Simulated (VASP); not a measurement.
Runs of VASP 6.6.1 on CdO. The structure is cubic, space group Fm-3m (No. 225). The conventional cell has a = 4.722 Å, b = 4.722 Å, c = 4.722 Å, α = 90.00°, β = 90.00°, γ = 90.00°. Cd (site symmetry m-3m) has 6 O at 2.36 Å within 3.1 Å. O (site symmetry m-3m) has 6 Cd at 2.36 Å within 3.1 Å. 

```tsv
level	potentials or basis	k mesh	gap on the mesh (eV)	pressure (GPa)
PBEsol	VASP PAW PBE potentials, release 64 (Cd_sv_GW, O)	2 × 2 × 2	none	4.7
PBE	VASP PAW PBE potentials, release 64 (Cd_sv_GW, O)	4 × 4 × 4	none	(a)
PBE	VASP PAW PBE potentials, release 64 (Cd_sv_GW, O)	6 × 6 × 6	none	3.7
LDA	VASP PAW LDA potentials, release 64 (Cd_sv_GW, O)	6 × 6 × 6	none	-7.8
```

Alike in all rows: task single point; no spin polarisation; cell as given; cutoff (eV) 700; smearing gaussian 0.1 eV.

Question: Estimate the missing entries.

Answer: (a) 4.0.

Caveats: all runs use coarse meshes; semilocal functionals underestimate gaps, and a narrow one can read as zero; the PAW data sets were made with another functional, which shifts forces and pressure a little (at least some runs).

A k mesh can miss the band edges, and the runs leave out spin-orbit coupling on Cd.

A gap of «none» marks levels without a gap at the run's occupations.
